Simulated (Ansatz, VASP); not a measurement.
NaF in VASP and in Ansatz

INCAR

```
PREC = Accurate
ENCUT = 520
EDIFF = 1E-7
ISMEAR = -1
SIGMA = 0.02
LREAL = False
LASPH = True
NELM = 100
ALGO = Normal
ISIF = 2
LWAVE = False
LCHARG = False
GGA = PE
NBANDS = 14
```

KPOINTS

```
regular mesh
0
Gamma
  10 10 10
```

Contents of POSCAR:

```
NaF
1.0
    0.0000000000      2.3252762304      2.2972497830
    2.3252762304      0.0000000000      2.2972497830
    2.3252762304      2.3252762304      0.0000000000
Na F
1 1
Direct
    0.0000000000      0.0000000000      0.0000000000
    0.5000000000      0.5000000000      0.5000000000
```

Input for Ansatz:

```yaml
crystal:
  lattice:
    - [0.0, 2.3252762304, 2.297249783]
    - [2.3252762304, 0.0, 2.297249783]
    - [2.3252762304, 2.3252762304, 0.0]
  atoms:
    - { symbol: Na, position: [0.0, 0.0, 0.0] }
    - { symbol: F, position: [0.5, 0.5, 0.5] }
kpoints:
  mp_grid: { grid: [10, 10, 10] }
  band_path:
    path:
      - [0.0, 0.0, 0.0]
      - [0.5, 0.0, 0.5]
      - [0.625, 0.25, 0.625]
      - [0.375, 0.375, 0.75]
      - [0.5, 0.5, 0.5]
      - [0.5, 0.25, 0.75]
    npoints: 1
hamiltonian:
  xc: pbe
scf:
  occupations: { method: fermi_dirac, width: 0.02 }
  n_extra_bands: 4
output:
  forces: true
  stress: true
  eigenvalues: true
```

Change from the starting cell: biaxial_xy strain +1.2%.

Alike in both runs: task single point; functional PBE; k mesh 10 × 10 × 10; occupations fermi-dirac, width 0.02 eV; no spin polarisation.

|  | VASP | Ansatz |
| --- | --- | --- |
| version | VASP 6.6.1 | Ansatz 0.2.0 |
| potentials or method | VASP PAW PBE potentials, release 64 (Na_pv, F) | plane waves, PAW |
| plane-wave cutoff (eV) | 520 | 420 |
| valence electrons in the cell | 14 | 16 |

VASP gave:

| Item | Value |
| --- | --- |
| gap on the k mesh at the Fermi level (eV) | 6.31 |
| pressure (GPa) | 2.1 |
| traceless stress, the component that is largest in VASP (GPa) | 0.74 |

Q: Which values does Ansatz return?

A: gap on the k mesh at the Fermi level (eV): 6.32; pressure (GPa): 2.2; traceless stress, the component that is largest in VASP (GPa): 0.72.

The functional is the same, so the differences come from potentials, cutoffs and numerics. VASP's potentials hold 14 valence electrons a cell and Ansatz's 16, so a difference there can come from the potentials and not from the codes.
